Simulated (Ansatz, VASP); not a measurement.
# Two plane-wave programs on TaRu

```xyz
2
Lattice="3.0019 0.0000 0.0000 0.0000 3.0019 0.0000 0.0000 0.0000 3.3670" Properties=species:S:1:pos:R:3 pbc="T T T"
Ta    1.5010    1.5010    1.6835
Ru    0.0000    0.0000    0.0000
```

Alike in both runs: functional LDA; k mesh 14 × 14 × 12; occupations gaussian, width 0.1 eV; no spin polarisation.

Ansatz relaxed the structure, and its values are those at the end. VASP's run is a single point on that final structure, the one shown.

|  | VASP | Ansatz |
| --- | --- | --- |
| version | VASP 6.6.1 | Ansatz 0.2.0 |
| potentials or method | VASP PAW LDA potentials, release 64 (Ta_pv, Ru_pv), cutoff 520 eV | scalar-relativistic, plane waves, PAW |
| valence electrons in the cell | 25 | 29 |

```csv
,VASP,Ansatz,Ansatz less VASP
gap on the k mesh at the Fermi level (eV),none,none,-
pressure (GPa),1.0,0.0,-1.04
```

LDA's correlation is that of Perdew and Zunger in VASP and of Perdew and Wang (1992) in Ansatz. A gap of «none» marks a metal or a gap that the smearing closes. VASP's potentials hold 25 valence electrons a cell and Ansatz's 29, so a difference there can come from the potentials and not from the codes.

Spin-orbit coupling is off throughout.
